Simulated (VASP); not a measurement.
Set up this calculation in VASP 6.6.1, as the native input.

```
Task                   : single point
Functional             : PBE
Potentials or basis    : VASP PAW PBE potentials, release 64 (As_d)
Cutoff                 : 600 eV
k mesh                 : 20 × 20 × 16
Occupations            : gaussian, width 0.1 eV
Spin                   : no spin polarisation
Dipole correction      : no
Further INCAR settings : ALGO = Normal; EDIFF = 1e-06; NBANDS = 22
```

The structure of As lies in POSCAR:

```
As
1.0
    1.4257642458     -4.3500572664      0.0000000000
    1.4257642458      4.3500572664      0.0000000000
    0.0000000000      0.0000000000      3.6915163866
As
2
Direct
    0.9038227948      0.0961772052      0.2500000000
    0.0961772052      0.9038227948      0.7500000000
```

The input as run:

INCAR

```
PREC = Accurate
ENCUT = 600
EDIFF = 1E-6
ISMEAR = 0
SIGMA = 0.1
LREAL = F
LASPH = T
NELM = 120
ALGO = Normal
ISIF = 2
LWAVE = F
LCHARG = F
GGA = PE
NBANDS = 22
GGA_COMPAT = F
```

KPOINTS

```
regular mesh
0
Gamma
  20 20 16
```

Potentials or basis: VASP PAW PBE potentials, release 64 (As_d).

Run with:

```console
$ cat potpaw_PBE.64/As_d/POTCAR > POTCAR
$ mpirun -np 1 vasp_std > vasp.out
```

It gave:

* Pressure: 0.0 GPa
* Largest force: 0.006 eV/Å
* Band gap on the k mesh: zero (bands 15 and 16 overlap by 7.75 eV)

Wall time 7.3 min on 1 thread of Intel(R) Xeon(R) 6975P-C (Granite Rapids) (shared host), peak memory 0.97 GiB.
